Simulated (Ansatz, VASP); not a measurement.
# Al3GaN4 in VASP and in Ansatz

Contents of INCAR:

```
SYSTEM = Al3GaN4
PREC = Accurate ; ENCUT = 520
EDIFF = 1E-7 ; ISMEAR = 0
SIGMA = 0.05 ; LREAL = .FALSE.
LASPH = .TRUE. ; NELM = 80
ALGO = Normal ; ISIF = 2
LWAVE = .FALSE. ; LCHARG = .FALSE.
GGA = PS ; NBANDS = 31
```

Contents of KPOINTS:

```
regular mesh
0
G
  6 8 4
  0 0 0
```

File POSCAR:

```
Al3GaN4
1.0
    5.0434079713      0.0000000000      0.0001149907
    0.0000000000      3.1300738974      0.0000000000
   -0.0032362569      0.0000000000      5.4179919474
Al Ga N
3 1 4
Direct
    0.5004462543      0.5000000000      0.1728631288
    0.0039134146      0.5000000000      0.8346655063
   -0.0008416189      0.0000000000      0.3306923199
    0.4986117836      0.0000000000      0.6633807945
    0.1115883801      0.0000000000      0.6642773549
    0.1227787996      0.5000000000      0.1687395562
    0.6252648887      0.5000000000      0.8437424624
    0.6238738322      0.0000000000      0.3287881490
```

Input for Ansatz:

```yaml
crystal:
  lattice:
    - [5.0434079713, 0.0, 0.0001149907]
    - [0.0, 3.1300738974, 0.0]
    - [-0.0032362569, 0.0, 5.4179919474]
  atoms:
    - { symbol: Al, position: [0.5004462543, 0.5, 0.1728631288] }
    - { symbol: Al, position: [0.0039134146, 0.5, 0.8346655063] }
    - { symbol: Al, position: [-0.0008416189, 0.0, 0.3306923199] }
    - { symbol: Ga, position: [0.4986117836, 0.0, 0.6633807945] }
    - { symbol: "N", position: [0.1115883801, 0.0, 0.6642773549] }
    - { symbol: "N", position: [0.1227787996, 0.5, 0.1687395562] }
    - { symbol: "N", position: [0.6252648887, 0.5, 0.8437424624] }
    - { symbol: "N", position: [0.6238738322, 0.0, 0.328788149] }
basis:
  ecutwfc: 420
kpoints:
  mp_grid: { grid: [6, 8, 4] }
hamiltonian:
  xc: pbesol
scf:
  occupations: { method: gaussian, width: 0.05 }
output:
  forces: true
  stress: true
  eigenvalues: true
```

Change from the starting cell: mode 10 (414.8 1/cm) frozen in, largest displacement +0.030 Å.

Alike in both runs: task single point; functional PBEsol; k mesh 6 × 8 × 4; occupations gaussian, width 0.05 eV; no spin polarisation.

|  | VASP | Ansatz |
| --- | --- | --- |
| version | VASP 6.6.1 | Ansatz 0.2.0 |
| potentials or method | VASP PAW PBE potentials, release 64 (Al, Ga_d, N), cutoff 520 eV | scalar-relativistic, plane waves, PAW |
| valence electrons in the cell | 42 | 42 |

|  | VASP | Ansatz | Ansatz less VASP |
| --- | --- | --- | --- |
| gap on the k mesh at the Fermi level (eV) | 3.42 | 3.41 | -0.016 |
| least direct gap on the mesh (eV) | 3.42 | 3.41 | -0.016 |
| pressure (GPa) | 0.0 | 0.0 | +0.07 |
| traceless stress, the component that is largest in VASP (GPa) | -0.41 | -0.41 | -0.002 |
| rms of the force components (eV/Å) | 0.196 | 0.195 | -0.0002 |

VASP's potentials were made for PBE, not for PBEsol. Atom by atom the forces differ by 0.004 eV/Å (rms over components).
